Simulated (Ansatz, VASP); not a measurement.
**One calculation of Ga2P, two programs**

```
Ga P
1.0
    -1.63956    1.63956    5.33466
     1.63956   -1.63956    5.33466
     1.63956    1.63956   -5.33466
Ga P
2 1
Direct
  0.34000 0.34000 0.00000
  0.66000 0.66000 0.00000
  0.00000 0.00000 0.00000
```

Alike in both runs: task single point; functional PBE; k mesh 8 × 8 × 8; occupations gaussian, width 0.1 eV; no spin polarisation.

|  | VASP | Ansatz |
| --- | --- | --- |
| version | VASP 6.6.1 | Ansatz 0.2.0 |
| potentials or method | VASP PAW PBE potentials, release 64 (Ga_d, P), cutoff 500 eV | scalar-relativistic, plane waves, PAW |
| valence electrons in the cell | 31 | 31 |

```tsv
	VASP	Ansatz	Ansatz less VASP
gap on the k mesh at the Fermi level (eV)	none	none	-
pressure (GPa)	-3.9	-3.9	-0.03
traceless stress, the component that is largest in VASP (GPa)	2.40	2.40	+0.001
rms of the force components (eV/Å)	0.215	0.215	+0.0003
```

Atom by atom the forces differ by 0.000 eV/Å (rms over components). A gap of «none» marks a metal or a gap that the smearing closes.
